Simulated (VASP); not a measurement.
Wanted: the native input for a VASP 6.6.1 run.

```yaml
Task: single point
Functional: PBE
Potentials_or_basis: VASP PAW PBE potentials, release 64 (Ta_pv, N)
Cutoff: 520 eV
k_mesh: 14 × 14 × 8
Occupations: gaussian, width 0.1 eV
Spin: no spin polarisation
Dipole_correction: no
Further_INCAR_settings: ALGO = Normal; EDIFF = 1e-06; NBANDS = 20
```

The structure of Ta2N lies in POSCAR:

```
Ta2N
1.0
    3.2408623711     -0.0143814202     -0.0084047261
   -1.6328858607      2.8217316397     -0.0092767227
   -0.0131485707     -0.0243492050      5.0714037190
Ta N
2 1
Direct
    0.6686252094      0.3404628970      0.7452684654
    0.3368847445      0.6566919545      0.2519983858
   -0.0055118086      0.0028414390      0.0027331488
```

This cell differs from its parent crystal: atoms moved at random and the cell strained at random.

The input as run:

INCAR

```
PREC = Accurate
ENCUT = 520
EDIFF = 1E-6
ISMEAR = 0
SIGMA = 0.1
LREAL = F
LASPH = T
NELM = 80
ALGO = Normal
ISIF = 2
LWAVE = F
LCHARG = F
GGA = PE
NBANDS = 20
```

KPOINTS

```
Automatic mesh
0
Gamma
  14 14 8
```

Potentials or basis: VASP PAW PBE potentials, release 64 (Ta_pv, N).

Launch:

```bash
$ cat potpaw_PBE.64/Ta_pv/POTCAR potpaw_PBE.64/N/POTCAR > POTCAR
$ mpirun -np 1 vasp_std > vasp.out
```

Results of the run:

| Quantity | Value |
| --- | --- |
| Pressure | -26.7 GPa |
| Largest force | 0.554 eV/Å |
| Band gap on the k mesh | zero (an odd number of electrons rules out a gap without spin polarisation) |

Caveat: the cell differs from its parent crystal (atoms moved at random and the cell strained at random); the cell stands under tension; spin-orbit coupling is left out, which moves the levels of the heavy elements.

Wall time 15 min on 1 thread of AMD EPYC 7R43 64-Core Processor (Zen 3) (shared host), peak memory 0.65 GiB.
